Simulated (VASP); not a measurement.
# ScB4 (P4/mmm) in VASP: further runs

ScB4 is run at these levels: PBE; tasks: single point, relaxation of cell and atoms.

Everything below comes from runs of VASP 6.6.1. Logs are shortened: lines on timing, memory, paths and dates and some standing lists are left out, and cuts for length are marked.

## 1. The cell of the first run

It takes space group P4/mmm (No. 123, tetragonal). Conventional cell: a = 3.336 Å, b = 3.336 Å, c = 4.381 Å, α = 90.00°, β = 90.00°, γ = 90.00°. Within 3.1 Å of Sc (site symmetry 4/mmm) lie 12 B at 2.36 to 2.75 Å. B (site symmetry mmm) has 2 B at 1.67 Å within 2.2 Å. Within 2.2 Å of B (site symmetry 4/mmm) lie 6 B at 1.67 to 2.19 Å. Within 2.9 Å of B (site symmetry 4/mmm) lie 10 B at 2.19 to 2.75 Å and 4 Sc at 2.36 Å.

## 2. Single point, PBE, collinear spin, ferromagnetic start

The input, INCAR:

```
  PREC = Accurate
  ENCUT = 520
  EDIFF = 1E-6
  ISMEAR = 0
  SIGMA = 0.1
  LREAL = F
  LASPH = T
  NELM = 150
  ALGO = Normal
  ISIF = 2
  LWAVE = F
  LCHARG = F
  ISPIN = 2
  MAGMOM = 1 0 0 0 0
  LORBIT = 11
  LMAXMIX = 4
  GGA = PE
  NBANDS = 24
```

The input, KPOINTS:

```
regular mesh
0
Gamma
  6 6 4
```

The input, POSCAR:

```
ScB4
1.0
    3.3364734772      0.0000000000      0.0000000000
    0.0000000000      3.3364734772      0.0000000000
    0.0000000000      0.0000000000      4.3814524304
Sc B
1 4
Direct
    0.0000000000      0.0000000000      0.5000000000
    0.5000000000      0.0000000000      0.0000000000
    0.0000000000      0.5000000000      0.0000000000
    0.5000000000      0.5000000000      0.0000000000
    0.5000000000      0.5000000000      0.5000000000
```

Potentials or basis: VASP PAW PBE potentials, release 64 (Sc_sv, B).

Run with:

```console
cat potpaw_PBE.64/Sc_sv/POTCAR potpaw_PBE.64/B/POTCAR > POTCAR
mpirun -np 1 vasp_std > vasp.out
```

OUTCAR:

```text
PREC = Accurate
   ENCUT = 520
   EDIFF = 1E-6
   ISMEAR = 0
   LREAL = F
   LASPH = T
   NELM = 150
   ISIF = 2
   ISPIN = 2
   LORBIT = 11
   GGA = PE

 ion  position               nearest neighbor table
   1  0.000  0.000  0.500-   5 2.36   5 2.36   5 2.36   5 2.36   3 2.75   3 2.75   3 2.75   3 2.75
                             2 2.75   2 2.75   2 2.75   2 2.75
   2  0.500  0.000  0.000-   4 1.67   4 1.67   1 2.75   1 2.75   1 2.75   1 2.75
   3  0.000  0.500  0.000-   4 1.67   4 1.67   1 2.75   1 2.75   1 2.75   1 2.75
   4  0.500  0.500  0.000-   2 1.67   3 1.67   2 1.67   3 1.67
   5  0.500  0.500  0.500-   1 2.36   1 2.36   1 2.36   1 2.36

  LATTYP: Found a simple tetragonal cell.
 ALAT       =     3.3364734772
 C/A-ratio  =     1.3131986393

  Lattice vectors:

 A1 = (   3.3364734772,   0.0000000000,   0.0000000000)
 A2 = (   0.0000000000,   3.3364734772,   0.0000000000)
 A3 = (   0.0000000000,   0.0000000000,   4.3814524304)

Analysis of symmetry for initial positions (statically):
=====================================================================
 Subroutine PRICEL returns:
 Original cell was already a primitive cell.

 Routine SETGRP: Setting up the symmetry group for a
 simple tetragonal supercell.

 Subroutine GETGRP returns: Found 16 space group operations
 (whereof 16 operations were pure point group operations)
 out of a pool of 16 trial point group operations.

The static configuration has the point symmetry D_4h.

Analysis of symmetry for dynamics (positions and initial velocities):
=====================================================================
 Subroutine PRICEL returns:
 Original cell was already a primitive cell.

 Routine SETGRP: Setting up the symmetry group for a
 simple tetragonal supercell.

 Subroutine GETGRP returns: Found 16 space group operations
 (whereof 16 operations were pure point group operations)
 out of a pool of 16 trial point group operations.

The dynamic configuration has the point symmetry D_4h.

Analysis of structural, dynamic, and magnetic symmetry:
=====================================================================
 Subroutine PRICEL returns:
 Original cell was already a primitive cell.

 Routine SETGRP: Setting up the symmetry group for a
 simple tetragonal supercell.

 Subroutine GETGRP returns: Found 16 space group operations
 (whereof 16 operations were pure point group operations)
 out of a pool of 16 trial point group operations.

The overall configuration has the point symmetry D_4h.

[... 137 lines left out ...]
  energy-cutoff  :      520.00
  volume of cell :       48.77
 maximum number of plane-waves:      1344
 NGX is ok and might be reduce to    28
   NGX = 13   NGY = 13   NGZ = 17

 number of electron      23.0000001 magnetization      -0.0000604

 number of electron      23.0000001 magnetization       0.0002843

 Free energy of the ion-electron system (eV)
  ---------------------------------------------------
  ext. energy  EPLUGINS =         0.00000000
  ---------------------------------------------------
  free energy    TOTEN  =       -29.13171517 eV

  energy without entropy =      -29.11912002  energy(sigma->0) =      -29.12541759

 E-fermi :   6.1678     XC(G=0): -11.5271

 val. band max:        6.1465167849   @ k =   0.5000   0.0000   0.2500
 cond. band min:       6.1720689026   @ k =   0.3333   0.1667   0.0000
 fundamental gap:      0.0255521176
 Fermi energy:         6.1677841387

 spin component 1

 k-point     1 :       0.0000    0.0000    0.0000
  band No.  band energies     occupation
      1     -42.4033      1.00000
      2     -21.3259      1.00000
      3     -20.9199      1.00000
      4     -20.9199      1.00000
      5      -7.8476      1.00000
      6      -0.3763      1.00000
[... 613 lines left out ...]
     22      14.6988      0.00000
     23      15.0545      0.00000

 [... further k-points ...]

 spin component 2

 k-point     1 :       0.0000    0.0000    0.0000
  band No.  band energies     occupation
      1     -42.4031      1.00000
      2     -21.3258      1.00000
      3     -20.9198      1.00000
      4     -20.9198      1.00000
      5      -7.8476      1.00000
      6      -0.3763      1.00000
[... 613 lines left out ...]
     22      14.6989      0.00000
     23      15.0547      0.00000

 [... further k-points ...]

 [bands above 23 left out]

------------------------ aborting loop because EDIFF is reached ----------------------------------------

  FORCE on cell =-STRESS in cart. coord.  units (eV):
  Direction    XX          YY          ZZ          XY          YZ          ZX
  --------------------------------------------------------------------------------------
  -------------------------------------------------------------------------------------
  Total       -0.0195020     -0.0195020      0.1530554      0.0000000     -0.0000000     -0.0000000
  in kB       -0.6406137     -0.6406137      5.0276588      0.0000000     -0.0000000     -0.0000000
  external PRESSURE =       1.2488105 kB  Pullay stress =       0.0000000 kB

 VOLUME and BASIS-vectors are now :
 -----------------------------------------------------------------------------
  energy-cutoff  :      520.00
  volume of cell :       48.77
      direct lattice vectors                 reciprocal lattice vectors
     3.336473477  0.000000000  0.000000000     0.299717653  0.000000000  0.000000000
     0.000000000  3.336473477  0.000000000     0.000000000  0.299717653  0.000000000
     0.000000000  0.000000000  4.381452430     0.000000000  0.000000000  0.228234818

 POSITION                                       TOTAL-FORCE (eV/Angst)
 -----------------------------------------------------------------------------------
      0.00000      0.00000      2.19073         0.000000      0.000000      0.000000
      1.66824      0.00000      0.00000         0.000000      0.000000      0.000000
      0.00000      1.66824      0.00000         0.000000      0.000000      0.000000
      1.66824      1.66824      0.00000         0.000000      0.000000      0.000000
      1.66824      1.66824      2.19073         0.000000      0.000000      0.000000
 -----------------------------------------------------------------------------------
    total drift:                               -0.000000      0.000000      0.000000

  FREE ENERGIE OF THE ION-ELECTRON SYSTEM (eV)
  ---------------------------------------------------
  free  energy   TOTEN  =       -29.1317151680 eV

  energy  without entropy=      -29.1191200197  energy(sigma->0) =      -29.12541759

 total charge

# of ion       s       p       d       tot
------------------------------------------
    1        2.211   6.181   1.271   9.663
    2        0.693   1.064   0.000   1.757
    3        0.693   1.064   0.000   1.757
    4        0.692   1.337   0.000   2.028
    5        0.818   0.882   0.000   1.700
--------------------------------------------------
tot          5.105  10.528   1.271  16.905

 magnetization (x)

# of ion       s       p       d       tot
------------------------------------------
    1       -0.000   0.000   0.000   0.000
    2        0.000   0.000   0.000   0.000
    3        0.000   0.000   0.000   0.000
    4        0.000   0.000   0.000   0.000
    5        0.000   0.000   0.000   0.000
--------------------------------------------------
tot          0.000   0.000   0.000   0.000
```

Run time: 61 s. Hardware: 1 thread of Intel Xeon Platinum 8259CL at 2.50GHz (Skylake/Cascade Lake), shared host; peak memory 0.22 GiB.

What came out:

| Item | Value |
| --- | --- |
| Free energy | -29.1317 eV |
| Pressure | 0.1 GPa |
| Net moment | 0.00 μB per cell |
| Valence electrons inside the program's atomic spheres | Sc 9.66; B 1.76, 2.03, 1.70 |

Stress tensor (GPa, compression positive):
```
-0.06  0.00  0.00
 0.00 -0.06  0.00
 0.00  0.00  0.50
```

Levels at points of the mesh, in eV from the Fermi level:
Spin up:
| k point | band 9 | band 10 | band 11 | band 12 | band 13 | band 14 |
| --- | --- | --- | --- | --- | --- | --- |
| (0.00, 0.00, 0.00) | -5.89 | -2.06 | 1.24 | 2.60 | 2.63 | 2.63 |
| (0.50, 0.00, 0.00) | -3.66 | -2.50 | -1.02 | -0.24 | 0.80 | 1.00 |
| (0.50, 0.50, 0.00) | -4.25 | -3.29 | -1.96 | -1.96 | 0.42 | 0.42 |
| (0.00, 0.00, 0.50) | -1.25 | -0.76 | -0.72 | 0.97 | 1.79 | 1.79 |
| (0.50, 0.00, 0.50) | -4.73 | -0.97 | -0.13 | 0.38 | 0.82 | 1.71 |
| (0.50, 0.50, 0.50) | -5.08 | -2.85 | -2.85 | 2.45 | 2.76 | 2.87 |
Spin down:
```
           k point  band 7  band 8  band 9  band 10  band 11  band 12  band 13  band 14  band 15  band 16
(0.00, 0.00, 0.00)   -6.25   -6.25   -5.89    -2.06     1.24     2.60     2.63     2.63     2.73     2.73
(0.50, 0.00, 0.00)   -5.71   -5.35   -3.66    -2.50    -1.02    -0.24     0.80     1.00     1.95     3.07
(0.50, 0.50, 0.00)   -8.62   -5.74   -4.25    -3.29    -1.96    -1.96     0.42     0.42     4.33     4.62
(0.00, 0.00, 0.50)   -6.26   -6.26   -1.25    -0.76    -0.72     0.97     1.79     1.79     2.62     2.62
(0.50, 0.00, 0.50)   -7.44   -5.08   -4.73    -0.97    -0.13     0.38     0.82     1.71     1.81     2.60
(0.50, 0.50, 0.50)   -8.65   -7.06   -5.08    -2.85    -2.85     2.45     2.76     2.87     2.87     3.16
```

## 3. Relaxation of cell and atoms, PBE

The input, INCAR:

```
PREC = Accurate
ENCUT = 600
EDIFF = 1E-6
ISMEAR = 0
SIGMA = 0.1
LREAL = False
LASPH = True
NELM = 100
ALGO = Normal
ISIF = 3
LWAVE = False
LCHARG = False
GGA = PE
IBRION = 2
NSW = 100
EDIFFG = -0.01
```

The input, KPOINTS:

```
regular mesh
0
Gamma
  12 12 8
```

POSCAR is that of step 2.

Potentials or basis: VASP PAW PBE potentials, release 64 (Sc_sv, B).

Run with:

```console
cat potpaw_PBE.64/Sc_sv/POTCAR potpaw_PBE.64/B/POTCAR > POTCAR
mpirun -np 1 vasp_std > vasp.out
```

OUTCAR:

```text
PREC = Accurate
   ENCUT = 600
   EDIFF = 1E-6
   ISMEAR = 0
   LREAL = False
   LASPH = True
   NELM = 100
   ISIF = 3
   GGA = PE
   IBRION = 2
   NSW = 100
   EDIFFG = -0.01

 ion  position               nearest neighbor table
   1  0.000  0.000  0.500-   5 2.36   5 2.36   5 2.36   5 2.36   3 2.75   3 2.75   3 2.75   3 2.75
                             2 2.75   2 2.75   2 2.75   2 2.75
   2  0.500  0.000  0.000-   4 1.67   4 1.67   1 2.75   1 2.75   1 2.75   1 2.75
   3  0.000  0.500  0.000-   4 1.67   4 1.67   1 2.75   1 2.75   1 2.75   1 2.75
   4  0.500  0.500  0.000-   2 1.67   3 1.67   2 1.67   3 1.67
   5  0.500  0.500  0.500-   1 2.36   1 2.36   1 2.36   1 2.36

  LATTYP: Found a simple tetragonal cell.
 ALAT       =     3.3364734772
 C/A-ratio  =     1.3131986393

  Lattice vectors:

 A1 = (   3.3364734772,   0.0000000000,   0.0000000000)
 A2 = (   0.0000000000,   3.3364734772,   0.0000000000)
 A3 = (   0.0000000000,   0.0000000000,   4.3814524304)

Analysis of symmetry for initial positions (statically):
=====================================================================
 Subroutine PRICEL returns:
 Original cell was already a primitive cell.

 Routine SETGRP: Setting up the symmetry group for a
 simple tetragonal supercell.

[... 294 lines left out ...]

------------------------ aborting loop because EDIFF is reached ----------------------------------------
[... 73 lines left out ...]
--------------------------------------- Ionic step       13  -------------------------------------------

 number of electron      23.0000000 magnetization

 Free energy of the ion-electron system (eV)
  ---------------------------------------------------
  ext. energy  EPLUGINS =         0.00000000
  ---------------------------------------------------
  free energy    TOTEN  =       -29.05325455 eV

  energy without entropy =      -29.04262633  energy(sigma->0) =      -29.04794044

 E-fermi :   6.4764     XC(G=0): -11.6204

 val. band max:        6.4747303158   @ k =   0.3333   0.0000   0.5000
 cond. band min:       6.4796335908   @ k =   0.5000   0.0000   0.2500
 fundamental gap:      0.0049032750
 Fermi energy:         6.4763776042

 k-point     1 :       0.0000    0.0000    0.0000
  band No.  band energies     occupation
      1     -42.2271      2.00000
      2     -21.1316      2.00000
      3     -20.7693      2.00000
      4     -20.7693      2.00000
      5      -7.7066      2.00000
      6      -0.2001      2.00000
      7       0.1248      2.00000
      8       0.1248      2.00000
      9       0.7119      2.00000
     10       3.9518      2.00000
     11       7.4702      0.00000
     12       8.9019      0.00000
     13       8.9019      0.00000
     14       9.0273      0.00000
[... 401 lines left out ...]
      2     -21.0891      2.00000
      3     -20.9430      2.00000
      4     -20.8992      2.00000
      5      -5.4123      2.00000
      6      -2.6928      2.00000
      7      -1.6723      2.00000
      8       1.5972      2.00000
      9       2.0617      2.00000
     10       2.5535      2.00000
     11       4.6867      2.00000
     12       6.0119      2.00000
     13       6.0526      2.00000
     14       6.7200      0.00057
     15      10.4808      0.00000

 [... further k-points ...]
[... 5 lines left out ...]
  --------------------------------------------------------------------------------------
  -------------------------------------------------------------------------------------
  Total        0.0150989      0.0150989      0.0403041      0.0000000     -0.0000000      0.0000000
  in kB        0.5047444      0.5047444      1.3473295      0.0000000     -0.0000000      0.0000000
  external PRESSURE =       0.7856061 kB  Pullay stress =       0.0000000 kB
[... 20 lines left out ...]
  FREE ENERGIE OF THE ION-ELECTRON SYSTEM (eV)
  ---------------------------------------------------
  free  energy   TOTEN  =       -29.0532545457 eV

  energy  without entropy=      -29.0426263323  energy(sigma->0) =      -29.04794044

 reached required accuracy - stopping structural energy minimisation
```

OSZICAR:

```text
N       E                     dE             d eps       ncg     rms          rms(c)
DAV:   1     0.214394790328E+03    0.21439E+03   -0.12181E+04  4240   0.167E+03
DAV:   2    -0.125220184831E+02   -0.22692E+03   -0.22488E+03  4313   0.455E+02
DAV:   3    -0.313259420916E+02   -0.18804E+02   -0.18338E+02  7058   0.115E+02
[... 101 lines left out ...]
DAV:   2    -0.290536650803E+02    0.77587E-03   -0.57797E-03  6769   0.874E-01    0.118E-01
DAV:   3    -0.290533670075E+02    0.29807E-03   -0.69036E-04  6551   0.236E-01    0.665E-02
DAV:   4    -0.290532561311E+02    0.11088E-03   -0.30087E-04  6977   0.189E-01    0.891E-03
DAV:   5    -0.290532547217E+02    0.14094E-05   -0.95129E-06  5570   0.295E-02    0.405E-03
DAV:   6    -0.290532545457E+02    0.17593E-06   -0.10784E-06  3472   0.109E-02
  13 F= -.29053255E+02 E0= -.29047940E+02  d E =-.245150E-04
```

Run time: 11 min. Hardware: 1 thread of Intel Xeon Platinum 8259CL at 2.50GHz (Skylake/Cascade Lake), shared host; peak memory 0.27 GiB.

What came out:

```yaml
Free_energy: -29.0533 eV
Relaxed_volume: 9.59 Å³/atom
Relaxed_cell: a = 3.369 Å, b = 3.369 Å, c = 4.222 Å, α = 90.00°, β = 90.00°, γ = 90.00°
Space_group_after_relaxing_to_0.05_Å: P4/mmm (No. 123)
Energy_gained_by_relaxing: 0.8 meV/atom
Ionic_steps: 13
Pressure_after_relaxing: 0.1 GPa
```

Stress tensor (GPa, compression positive):
```
0.05 0.00 0.00
0.00 0.05 0.00
0.00 0.00 0.13
```

The path:
```tsv
step	energy change (eV)	largest force (eV/Å)	pressure (GPa)	volume (Å³)
1	0.0000	0.0000	0.02	48.77
2	-0.0002	0.0000	-0.10	48.78
3	-0.0005	0.0000	-0.45	48.81
4	-0.0005	0.0000	-0.60	48.82
5	-0.0006	0.0000	-0.59	48.81
6	-0.0008	0.0000	-0.55	48.76
7	-0.0012	0.0000	-0.46	48.66
8	-0.0021	0.0000	-0.27	48.46
9	-0.0036	0.0000	0.10	48.06
10	-0.0007	0.0000	1.30	47.24
11	-0.0037	0.0000	0.30	47.89
12	-0.0037	0.0000	0.24	47.94
13	-0.0038	0.0000	0.08	47.93
```

Final structure:
```xyz
5
Lattice="3.3691 0.0000 0.0000 0.0000 3.3691 0.0000 0.0000 0.0000 4.2225" Properties=species:S:1:pos:R:3 pbc="T T T"
Sc    0.0000    0.0000    2.1112
B     1.6845    0.0000    4.2225
B     0.0000    1.6845    4.2225
B     1.6845    1.6845    4.2225
B     1.6845    1.6845    2.1112
```

Levels at points of the mesh, in eV from the Fermi level:
```tsv
k point	band 7	band 8	band 9	band 10	band 11	band 12	band 13	band 14	band 15
(0.00, 0.00, 0.00)	-6.35	-6.35	-5.76	-2.52	0.99	2.43	2.43	2.55	2.55
(0.50, 0.00, 0.00)	-5.97	-5.54	-3.55	-2.57	-0.98	-0.23	0.60	0.60	1.81
(0.50, 0.50, 0.00)	-8.78	-5.86	-4.04	-3.74	-2.13	-2.13	0.42	0.42	4.21
(0.00, 0.00, 0.50)	-6.35	-6.35	-1.10	-1.08	-0.77	0.67	1.37	1.37	2.31
(0.50, 0.00, 0.50)	-7.87	-5.16	-5.03	-1.22	-0.50	0.10	1.05	2.03	2.11
(0.50, 0.50, 0.50)	-8.78	-7.49	-5.06	-3.21	-3.21	2.51	2.98	2.98	3.00
```

## 4. Relaxation of cell and atoms, PBE

This run uses another cell than the first one, of 9.58 Å³/atom, 0.982 times its volume.

The input, INCAR:

```
ALGO = Normal
EDIFF = 1E-6
EDIFFG = -0.01
ENCUT = 600
GGA = PE
IBRION = 2
ISIF = 3
ISMEAR = 0
LASPH = True
LCHARG = False
LREAL = False
LWAVE = False
NELM = 60
NSW = 100
PREC = Accurate
SIGMA = 0.1
```

The input, KPOINTS:

```
k-points
0
Gamma
  12 12 10
```

POSCAR: that of step 3 with these lines changed.

```diff
@@ -2,5 +2,5 @@
 1.0
-    3.3364734772      0.0000000000      0.0000000000
-    0.0000000000      3.3364734772      0.0000000000
-    0.0000000000      0.0000000000      4.3814524304
+    3.3672557770      0.0000000000      0.0000000000
+    0.0000000000      3.3672557770      0.0000000000
+    0.0000000000      0.0000000000      4.2251945817
 Sc B
```

Run with:

```console
cat potpaw_PBE.64/Sc_sv/POTCAR potpaw_PBE.64/B/POTCAR > POTCAR
mpirun -np 1 vasp_std > vasp.out
```

It took 6.3 min on 1 thread of Intel Xeon Platinum 8259CL at 2.50GHz (Skylake/Cascade Lake), shared host; peak memory 0.29 GiB.

It converged, with:

| Quantity | Value |
| --- | --- |
| Free energy | -29.0460 eV |
| Relaxed volume | 9.66 Å³/atom |
| Relaxed cell | a = 3.358 Å, b = 3.358 Å, c = 4.283 Å, α = 90.00°, β = 90.00°, γ = 90.00° |
| Space group after relaxing (to 0.05 Å) | P4/mmm (No. 123) |
| Energy gained by relaxing | 0.2 meV/atom |
| Ionic steps | 6 |
| Pressure after relaxing | -0.1 GPa |

Step by step:
```csv
step,energy change (eV),largest force (eV/Å),pressure (GPa),volume (Å³)
1,0.0000,0.0000,0.26,47.91
2,-0.0002,0.0000,0.02,48.01
3,-0.0004,0.0000,-0.32,48.16
4,-0.0005,0.0000,-0.30,48.17
5,-0.0008,0.0000,-0.24,48.21
6,-0.0010,0.0000,-0.12,48.30
```

Final structure:
```
Sc B
1.0
     3.35824    0.00000    0.00000
     0.00000    3.35824    0.00000
     0.00000    0.00000    4.28266
Sc B
1 4
Cartesian
  0.0000 0.0000 2.1413
  1.6791 0.0000 0.0000
  0.0000 1.6791 0.0000
  1.6791 1.6791 0.0000
  1.6791 1.6791 2.1413
```

Levels at points of the mesh, in eV from the Fermi level:
| k point | band 9 | band 10 | band 11 | band 12 | band 13 | band 14 |
| --- | --- | --- | --- | --- | --- | --- |
| (0.00, 0.00, 0.00) | -5.84 | -2.37 | 1.06 | 2.49 | 2.49 | 2.58 |
| (0.50, 0.00, 0.00) | -3.63 | -2.56 | -1.02 | -0.26 | 0.66 | 0.72 |
| (0.50, 0.50, 0.00) | -4.15 | -3.61 | -2.09 | -2.09 | 0.39 | 0.39 |
| (0.00, 0.00, 0.50) | -0.99 | -0.97 | -0.97 | 0.76 | 1.50 | 1.50 |
| (0.50, 0.00, 0.50) | -4.93 | -1.14 | -0.38 | 0.20 | 0.95 | 1.90 |
| (0.50, 0.50, 0.50) | -5.08 | -3.09 | -3.09 | 2.47 | 2.88 | 2.92 |

## 5. Overview

```csv
task,spin,cell,k mesh,cutoff (eV),gap on the mesh (eV),pressure (GPa),relaxed volume (Å³/atom)
single point,"collinear, ferromagnetic start","a = 3.336, b = 3.336, c = 4.381 Å, 5 atoms",6 × 6 × 4,520,none,0.1,-
relaxation of cell and atoms,off,"relaxed from a = 3.336, b = 3.336, c = 4.381 Å, 5 atoms",12 × 12 × 8,600,none,0.1,9.59
relaxation of cell and atoms,off,"relaxed from a = 3.367, b = 3.367, c = 4.225 Å, 5 atoms",12 × 12 × 10,600,none,-0.1,9.66
```

Alike in all rows: level PBE; potentials or basis VASP PAW PBE potentials, release 64 (Sc_sv, B); smearing gaussian 0.1 eV.

Total energies depend on the potentials used, so only differences within one code and one set of settings carry meaning.
